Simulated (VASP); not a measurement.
# W (I4/mmm) in VASP: further runs

Runs on W. Level: PBEsol. Tasks: single point.

Program: VASP 6.6.1. These are calculated values, not measurements. Logs are shortened: lines on timing, memory, paths and dates and some standing lists are left out, and cuts for length are marked.

## (1) The cell of the first run

It takes space group I4/mmm (No. 139, tetragonal). Conventional cell: a = 2.842 Å, b = 2.842 Å, c = 4.060 Å, α = 90.00°, β = 90.00°, γ = 90.00°. W (site symmetry 4/mmm) has 12 W at 2.84 to 2.86 Å within 3.7 Å.

## (2) Single point, PBEsol (equal xx and yy strain of -1 %)

The input, INCAR:

```
SYSTEM = W
PREC = Accurate ; ENCUT = 500
EDIFF = 1E-6 ; ISMEAR = -1
SIGMA = 0.05 ; LREAL = .False.
LASPH = .True. ; NELM = 120
ALGO = Normal ; ISIF = 2
LWAVE = .False. ; LCHARG = .True.
GGA = PS ; LELF = .True.
LVHAR = .True. ; NBANDS = 13
GGA_COMPAT = .False.
```

The input, KPOINTS:

```
regular mesh
0
Gamma
  14 14 14
  0 0 0
```

The input, POSCAR:

```
W
1.0
    0.0000000000      2.0097000000      2.0300000000
    2.0097000000      0.0000000000      2.0300000000
    2.0097000000      2.0097000000      0.0000000000
W
1
Direct
    0.0000000000      0.0000000000      0.0000000000
```

Potentials or basis: VASP PAW PBE potentials, release 64 (W_sv).

Launch:

```bash
cat potpaw_PBE.64/W_sv/POTCAR > POTCAR
mpirun -np 1 vasp_std > vasp.out
```

OUTCAR:

```text
SYSTEM = W
   PREC = Accurate
   ENCUT = 500
   EDIFF = 1E-6
   ISMEAR = -1
   LREAL = .False.
   LASPH = .True.
   NELM = 120
   ISIF = 2
   GGA = PS

 ion  position               nearest neighbor table
   1  0.000  0.000  0.000-

  LATTYP: Found a body centered tetragonal cell.
 ALAT       =     2.8421449963
 C/A-ratio  =     1.4284985479

  Lattice vectors:

 A1 = (  -2.0097000000,   0.0000000000,   2.0300000000)
 A2 = (   2.0097000000,   0.0000000000,   2.0300000000)
 A3 = (   0.0000000000,   2.0097000000,  -2.0300000000)

Analysis of symmetry for initial positions (statically):
=====================================================================
 Subroutine PRICEL returns:
 Original cell was already a primitive cell.

 Routine SETGRP: Setting up the symmetry group for a
 body centered tetragonal supercell.

 Subroutine GETGRP returns: Found 16 space group operations
 (whereof 16 operations were pure point group operations)
 out of a pool of 16 trial point group operations.

The static configuration has the point symmetry D_4h.

Analysis of symmetry for dynamics (positions and initial velocities):
=====================================================================
 Subroutine PRICEL returns:
 Original cell was already a primitive cell.

 Routine SETGRP: Setting up the symmetry group for a
 body centered tetragonal supercell.

 Subroutine GETGRP returns: Found 16 space group operations
 (whereof 16 operations were pure point group operations)
 out of a pool of 16 trial point group operations.

The dynamic configuration has the point symmetry D_4h.

 Subroutine INISYM returns: Found 16 space group operations
 (whereof 16 operations are pure point group operations),
 and found     1 'primitive' translations

----------------------------------------------------------------------------------------

                                     Primitive cell

  volume of cell :      16.3979

  direct lattice vectors                    reciprocal lattice vectors
     0.000000000  2.009700000  2.030000000    -0.248793352  0.248793352  0.246305419
     2.009700000  0.000000000  2.030000000     0.248793352 -0.248793352  0.246305419
     2.009700000  2.009700000  0.000000000     0.248793352  0.248793352 -0.246305419

  length of vectors
     2.856535330  2.856535330  2.842144996     0.429491122  0.429491122  0.429491122

  position of ions in fractional coordinates (direct lattice)
     0.000000000  0.000000000  0.000000000

  ion indices of the primitive-cell ions
   primitive index   ion index
                 1           1

----------------------------------------------------------------------------------------

 KPOINTS: regular mesh

Automatic generation of k-mesh.
 Grid dimensions read from file:
 generate k-points for:   14   14   14

 Generating k-lattice:

  Cartesian coordinates                     Fractional coordinates (reciprocal lattice)
    -0.017770954  0.017770954  0.017593244     0.071428571  0.000000000  0.000000000
     0.017770954 -0.017770954  0.017593244     0.000000000  0.071428571  0.000000000
     0.017770954  0.017770954 -0.017593244     0.000000000  0.000000000  0.071428571

  Length of vectors
     0.030677937  0.030677937  0.030677937

  Shift w.r.t. Gamma in fractional coordinates (k-lattice)
     0.000000000  0.000000000  0.000000000

 Subroutine IBZKPT returns following result:
 ===========================================

 Found    244 irreducible k-points:

 Following reciprocal coordinates:
            Coordinates               Weight
  0.000000  0.000000  0.000000      1.000000
  0.071429  0.000000  0.000000      8.000000
  0.142857  0.000000  0.000000      8.000000
  0.214286  0.000000  0.000000      8.000000
  0.285714  0.000000  0.000000      8.000000
  0.357143  0.000000  0.000000      8.000000
[... 16 lines left out ...]
  0.214286  0.142857  0.000000      8.000000
  0.285714  0.142857  0.000000      8.000000
 [... further k-points ...]
   k-points           NKPTS =    244   k-points in BZ     NKDIM =    244   number of bands    NBANDS=     13
   number of dos      NEDOS =    301   number of ions     NIONS =      1
   total plane-waves  NPLWV =  13824
   dimension x,y,z NGX =    24 NGY =   24 NGZ =   24
   dimension x,y,z NGXF=    48 NGYF=   48 NGZF=   48
   ions per type =               1
   NGX,Y,Z   is equivalent  to a cutoff of  13.97, 13.97, 14.04 a.u.
   NGXF,Y,Z  is equivalent  to a cutoff of  27.94, 27.94, 28.08 a.u.
 SYSTEM =  W
   PREC   = accura    normal or accurate (medium, high low for compatibility)
   ISTART =      0    job   : 0-new  1-cont  2-samecut
   ICHARG =      2    charge: 1-file 2-atom 10-const
   ISPIN  =      1    spin polarized calculation?
   LNONCOLLINEAR =      F non collinear calculations
   LSORBIT =      F    spin-orbit coupling
   LASPH  =      T    aspherical Exc in radial PAW
   ENCUT  =  500.0 eV  36.75 Ry    6.06 a.u.   5.21  5.21  5.18*2*pi/ulx,y,z
   NELM   =    120;   NELMIN=  2; NELMDL= -5     # of ELM steps
   EDIFF  = 0.1E-05   stopping-criterion for ELM
   LREAL  =      F    real-space projection
   EDIFFG = 0.1E-04   stopping-criterion for IOM
   NSW    =      0    number of steps for IOM
   IBRION =     -1    ionic relax: 0-MD 1-quasi-New 2-CG
   NFREE  =      0    steps in history (QN), initial steepest desc. (CG)
   ISIF   =      2    stress and relaxation
   ISYM   =      2    0-nonsym 1-usesym 2-fastsym
   POTIM  = 0.5000    time-step for ionic-motion
   TEBEG  =    0.0;   TEEND  =   0.0 temperature during run
   PSTRESS=    0.0 pullay stress
   NELECT =      14.0000    total number of electrons
   NUPDOWN=      -1.0000    fix difference up-down
   EMIN   =  10.00;   EMAX   =-10.00  energy-range for DOS
   EFERMI =   0.00;   METHOD = LEGACY
   ISMEAR =    -1;   SIGMA  =   0.05  broadening in eV -4-tet -1-fermi 0-gaus
   EFERMI_NEDOS =   21; number of points for ismear=-14 and -15
   IALGO  =     38    algorithm
   IMIX   =      4    mixing-type and parameters
     AMIX     =   0.40;   BMIX     =  1.00
     AMIX_MAG =   1.60;   BMIX_MAG =  1.00
  volume/ion in A,a.u.               =      16.40       110.66
  Fermi-wavevector in a.u.,A,eV,Ry     =   1.553059  2.934856 32.817155  2.411993
  Thomas-Fermi vector in A             =   2.657345
   LORBIT       =      0    0 simple, 1 ext, 2 COOP (PROOUT), +10 PAW based schemes
   GGA     = PS    functional components
   LHFCALC =     F    Hartree Fock is set to
   AEXX    =    0.0000 exact exchange contribution
   IVDW    =     0    specifies the selected vdW correction
   LEPSILON=     F    determine dielectric tensor
   LRPA    =     F    only Hartree local field effects (RPA)
 non-spin polarized calculation
  energy-cutoff  :      500.00
  volume of cell :       16.40
 maximum number of plane-waves:       428
 NGX is ok and might be reduce to    24
   NGX = 11   NGY = 11   NGZ = 11

 number of electron      14.0000001 magnetization

 Free energy of the ion-electron system (eV)
  ---------------------------------------------------
  ext. energy  EPLUGINS =         0.00000000
  ---------------------------------------------------
  free energy    TOTEN  =       -13.30842281 eV

  energy without entropy =      -13.29826137  energy(sigma->0) =      -13.30334209

 E-fermi :  10.3094     XC(G=0): -13.5611

 val. band max:       10.3065056301   @ k =   0.2143   0.0000   0.0000
 cond. band min:      10.3148424406   @ k =  -0.4286   0.1429   0.0714
 fundamental gap:      0.0083368105
 Fermi energy:        10.3094128717

 k-point     1 :       0.0000    0.0000    0.0000
  band No.  band energies     occupation
      1     -63.3026      2.00000
      2     -26.9346      2.00000
      3     -26.9238      2.00000
      4     -26.9238      2.00000
      5       1.3193      2.00000
      6       9.6800      1.99999
      7       9.8103      1.99991
      8       9.8103      1.99991
      9      12.7845      0.00000
     10      12.9844      0.00000
     11      23.1603      0.00000
     12      28.1231      0.00000
     13      28.4534      0.00000

 k-point     2 :       0.0714    0.0000    0.0000
  band No.  band energies     occupation
      1     -63.2974      2.00000
      2     -26.9890      2.00000
      3     -26.9388      2.00000
      4     -26.9311      2.00000
      5       1.5436      2.00000
      6       9.5825      2.00000
      7       9.8397      1.99983
      8       9.9148      1.99925
      9      12.6949      0.00000
     10      12.8848      0.00000
     11      23.6086      0.00000
     12      27.4032      0.00000
     13      28.6598      0.00000

 k-point     3 :       0.1429    0.0000    0.0000
  band No.  band energies     occupation
      1     -63.2826      2.00000
      2     -27.1576      2.00000
      3     -26.9621      2.00000
      4     -26.9518      2.00000
      5       2.1753      2.00000
      6       9.1928      2.00000
      7      10.0631      1.98559
      8      10.1584      1.90697
      9      12.5500      0.00000
     10      12.7055      0.00000
     11      24.6316      0.00000
     12      26.0259      0.00000
     13      29.8370      0.00000

 k-point     4 :       0.2143    0.0000    0.0000
  band No.  band energies     occupation
      1     -63.2612      2.00000
      2     -27.3956      2.00000
      3     -26.9951      2.00000
      4     -26.9815      2.00000
      5       3.0755      2.00000
      6       8.8325      2.00000
      7      10.1823      1.85405
      8      10.3065      1.02906
      9      12.6870      0.00000
     10      12.7785      0.00000
     11      24.0067      0.00000
     12      26.7103      0.00000
     13      31.6384      0.00000

 k-point     5 :       0.2857    0.0000    0.0000
  band No.  band energies     occupation
      1     -63.2374      2.00000
      2     -27.6519      2.00000
      3     -27.0314      2.00000
      4     -27.0142      2.00000
      5       3.9645      2.00000
      6       8.8440      2.00000
      7      10.0241      1.99337
      8      10.1704      1.88325
      9      13.3230      0.00000
     10      13.3482      0.00000
     11      22.8081      0.00000
     12      27.0294      0.00000
     13      33.1463      0.00000

 k-point     6 :       0.3571    0.0000    0.0000
  band No.  band energies     occupation
      1     -63.2159      2.00000
      2     -27.8764      2.00000
      3     -27.0638      2.00000
      4     -27.0434      2.00000
      5       4.5081      2.00000
      6       9.4814      2.00000
      7       9.7536      1.99997
      8       9.9034      1.99941
      9      14.2151      0.00000
     10      14.2428      0.00000
     11      21.8228      0.00000
     12      25.2255      0.00000
     13      31.4615      0.00000

 k-point     7 :       0.4286    0.0000    0.0000
  band No.  band energies     occupation
      1     -63.2009      2.00000
      2     -28.0283      2.00000
      3     -27.0861      2.00000
      4     -27.0635      2.00000
      5       4.6866      2.00000
      6       9.5387      2.00000
      7       9.6894      1.99999
      8      10.4721      0.07435
      9      15.0068      0.00000
     10      15.0766      0.00000
     11      21.0260      0.00000
     12      23.4243      0.00000
     13      29.6197      0.00000
[... 193 lines left out ...]
 k-point    20 :      -0.1429    0.0714    0.0000
  band No.  band energies     occupation
      1     -63.2717      2.00000
      2     -27.2548      2.00000
      3     -27.0198      2.00000
      4     -26.9503      2.00000
      5       2.6458      2.00000
      6       8.9084      2.00000
      7      10.1683      1.88780
      8      10.3608      0.52733
      9      12.1662      0.00000
     10      13.0097      0.00000
     11      25.0796      0.00000
     12      25.9923      0.00000
     13      29.4799      0.00000

 k-point    21 :      -0.0714    0.0714    0.0000
  band No.  band energies     occupation
      1     -63.2889      2.00000
      2     -27.0720      2.00000
      3     -26.9771      2.00000
      4     -26.9333      2.00000
      5       1.9090      2.00000
      6       9.3402      2.00000
      7       9.9870      1.99684
      8      10.0661      1.98473
      9      12.5146      0.00000
     10      12.8246      0.00000
     11      24.3099      0.00000
     12      26.7084      0.00000
     13      28.5748      0.00000

 k-point    22 :       0.1429    0.1429    0.0000
  band No.  band energies     occupation
      1     -63.2766      2.00000
      2     -27.1565      2.00000
      3     -27.0018      2.00000
      4     -27.0018      2.00000
      5       2.4505      2.00000
      6       8.6830      2.00000
      7      10.5258      0.02607
      8      10.5258      0.02607
      9      11.4906      0.00000
     10      13.3641      0.00000
     11      25.3719      0.00000
     12      27.2215      0.00000
     13      29.1138      0.00000

 k-point    23 :       0.2143    0.1429    0.0000
  band No.  band energies     occupation
      1     -63.2608      2.00000
      2     -27.3075      2.00000
      3     -27.0401      2.00000
      4     -27.0347      2.00000
      5       3.1391      2.00000
      6       8.2808      2.00000
      7      10.5002      0.04313
      8      10.8644      0.00003
      9      11.4446      0.00000
     10      13.5619      0.00000
     11      26.2422      0.00000
     12      26.7871      0.00000
     13      29.5975      0.00000

 k-point    24 :       0.2857    0.1429    0.0000
  band No.  band energies     occupation
      1     -63.2401      2.00000
      2     -27.5140      2.00000
      3     -27.0775      2.00000
      4     -27.0757      2.00000
      5       4.0327      2.00000
      6       8.0199      2.00000
      7       9.8880      1.99956
      8      10.9937      0.00000
      9      12.3100      0.00000
     10      13.9799      0.00000
     11      24.9983      0.00000
     12      27.9149      0.00000
     13      30.1994      0.00000

 [... further k-points ...]
[... 5 lines left out ...]
  --------------------------------------------------------------------------------------
  -------------------------------------------------------------------------------------
  Total       -0.8115743     -0.8115743     -0.4820661      0.0000000      0.0000000     -0.0000000
  in kB      -79.2958333    -79.2958333    -47.1008414      0.0000000      0.0000000     -0.0000000
  external PRESSURE =     -68.5641693 kB  Pullay stress =       0.0000000 kB

 VOLUME and BASIS-vectors are now :
 -----------------------------------------------------------------------------
  energy-cutoff  :      500.00
  volume of cell :       16.40
      direct lattice vectors                 reciprocal lattice vectors
     0.000000000  2.009700000  2.030000000    -0.248793352  0.248793352  0.246305419
     2.009700000  0.000000000  2.030000000     0.248793352 -0.248793352  0.246305419
     2.009700000  2.009700000  0.000000000     0.248793352  0.248793352 -0.246305419

 POSITION                                       TOTAL-FORCE (eV/Angst)
 -----------------------------------------------------------------------------------
      0.00000      0.00000      0.00000         0.000000     -0.000000      0.000000
 -----------------------------------------------------------------------------------
    total drift:                                0.000000      0.000000      0.000000

  FREE ENERGIE OF THE ION-ELECTRON SYSTEM (eV)
  ---------------------------------------------------
  free  energy   TOTEN  =       -13.3084228146 eV

  energy  without entropy=      -13.2982613689  energy(sigma->0) =      -13.30334209
```

It took 56 s on 1 thread of Intel Xeon 8259CL, shared host; peak memory 0.18 GiB.

Results:

- Free energy: -13.3084 eV
- Pressure: -6.9 GPa
- Band gap on the k mesh: zero (band 7 reaches 13.47 eV, above the bottom of band 8 at 9.81 eV)

Caveat: the cell differs from its parent crystal (equal xx and yy strain of -1 %); the PAW data sets were made with another functional, which shifts forces and pressure a little; spin-orbit coupling is left out, which moves the levels of the heavy elements.

## (3) Single point, PBEsol (equal xx and yy strain of +1 %)

The input, INCAR:

```
PREC = Accurate
ENCUT = 500
EDIFF = 1E-6
ISMEAR = -1
SIGMA = 0.05
LREAL = False
LASPH = True
NELM = 120
ALGO = Normal
ISIF = 2
LWAVE = False
LCHARG = False
GGA = PS
NBANDS = 13
GGA_COMPAT = False
```

The input, KPOINTS:

```
regular mesh
0
Gamma
  14 14 14
```

The input, POSCAR:

```
W
1.0
    0.0000000000      2.0503000000      2.0300000000
    2.0503000000      0.0000000000      2.0300000000
    2.0503000000      2.0503000000      0.0000000000
W
1
Direct
    0.0000000000      0.0000000000      0.0000000000
```

Potentials or basis: VASP PAW PBE potentials, release 64 (W_sv).

Launch:

```bash
cat potpaw_PBE.64/W_sv/POTCAR > POTCAR
mpirun -np 1 vasp_std > vasp.out
```

OUTCAR:

```text
PREC = Accurate
   ENCUT = 500
   EDIFF = 1E-6
   ISMEAR = -1
   LREAL = False
   LASPH = True
   NELM = 120
   ISIF = 2
   GGA = PS

 ion  position               nearest neighbor table
   1  0.000  0.000  0.000-

  LATTYP: Found a body centered tetragonal cell.
 ALAT       =     2.8995620669
 C/A-ratio  =     1.4002114479

  Lattice vectors:

 A1 = (   0.0000000000,  -2.0503000000,  -2.0300000000)
 A2 = (   0.0000000000,   2.0503000000,  -2.0300000000)
[... 553 lines left out ...]
      3     -27.7411      2.00000
      4     -27.7217      2.00000
      5       3.6494      2.00000
      6       7.6377      2.00000
      7       9.5269      1.98698
      8      10.3148      0.00004
      9      11.6706      0.00000
     10      13.1877      0.00000
     11      24.1054      0.00000
     12      27.0304      0.00000
     13      29.0343      0.00000

 [... further k-points ...]
[... 5 lines left out ...]
  --------------------------------------------------------------------------------------
  -------------------------------------------------------------------------------------
  Total       -1.7026542     -1.7026542     -2.0311808      0.0000000      0.0000000      0.0000000
  in kB     -159.8365779   -159.8365779   -190.6770009      0.0000000      0.0000000      0.0000000
  external PRESSURE =    -170.1167189 kB  Pullay stress =       0.0000000 kB

 VOLUME and BASIS-vectors are now :
 -----------------------------------------------------------------------------
  energy-cutoff  :      500.00
  volume of cell :       17.07
      direct lattice vectors                 reciprocal lattice vectors
     0.000000000  2.050300000  2.030000000    -0.243866751  0.243866751  0.246305419
     2.050300000  0.000000000  2.030000000     0.243866751 -0.243866751  0.246305419
     2.050300000  2.050300000  0.000000000     0.243866751  0.243866751 -0.246305419

 POSITION                                       TOTAL-FORCE (eV/Angst)
 -----------------------------------------------------------------------------------
      0.00000      0.00000      0.00000         0.000000     -0.000000      0.000000
 -----------------------------------------------------------------------------------
    total drift:                               -0.000000      0.000000      0.000000

  FREE ENERGIE OF THE ION-ELECTRON SYSTEM (eV)
  ---------------------------------------------------
  free  energy   TOTEN  =       -13.2581946922 eV

  energy  without entropy=      -13.2472178172  energy(sigma->0) =      -13.25270625
```

OSZICAR:

```text
N       E                     dE             d eps       ncg     rms          rms(c)
DAV:   1     0.823932867572E+02    0.82393E+02   -0.73251E+03  6391   0.118E+03
DAV:   2    -0.123312376599E+02   -0.94725E+02   -0.91162E+02  7134   0.310E+02
DAV:   3    -0.139894538884E+02   -0.16582E+01   -0.16462E+01  6989   0.395E+01
DAV:   4    -0.139968300146E+02   -0.73761E-02   -0.73758E-02  7074   0.293E+00
DAV:   5    -0.139968984157E+02   -0.68401E-04   -0.68401E-04  7114   0.265E-01    0.183E+01
DAV:   6    -0.134030996289E+02    0.59380E+00   -0.51673E-01  6789   0.921E+00    0.671E+00
DAV:   7    -0.132634227480E+02    0.13968E+00   -0.22648E-01  7114   0.569E+00    0.642E-01
DAV:   8    -0.132584223734E+02    0.50004E-02   -0.44697E-03  6439   0.889E-01    0.102E-01
DAV:   9    -0.132581915423E+02    0.23083E-03   -0.17855E-04  7284   0.143E-01    0.316E-02
DAV:  10    -0.132581944905E+02   -0.29482E-05   -0.77812E-06  6964   0.340E-02    0.178E-03
DAV:  11    -0.132581946922E+02   -0.20172E-06   -0.15473E-07  3832   0.436E-03
   1 F= -.13258195E+02 E0= -.13252706E+02  d E =-.109769E-01
```

Run time: 50 s. Hardware: 1 thread of Intel Xeon 8259CL, shared host; peak memory 0.18 GiB.

What came out:

- Free energy: -13.2582 eV
- Pressure: -17.0 GPa
- Band gap on the k mesh: zero (band 7 reaches 12.78 eV, above the bottom of band 8 at 9.32 eV)

Stress tensor (GPa, compression positive):
```
-15.98   0.00   0.00
  0.00 -15.98   0.00
  0.00   0.00 -19.07
```

Caveat: the cell differs from its parent crystal (equal xx and yy strain of +1 %); the PAW data sets were made with another functional, which shifts forces and pressure a little; spin-orbit coupling is left out, which moves the levels of the heavy elements.
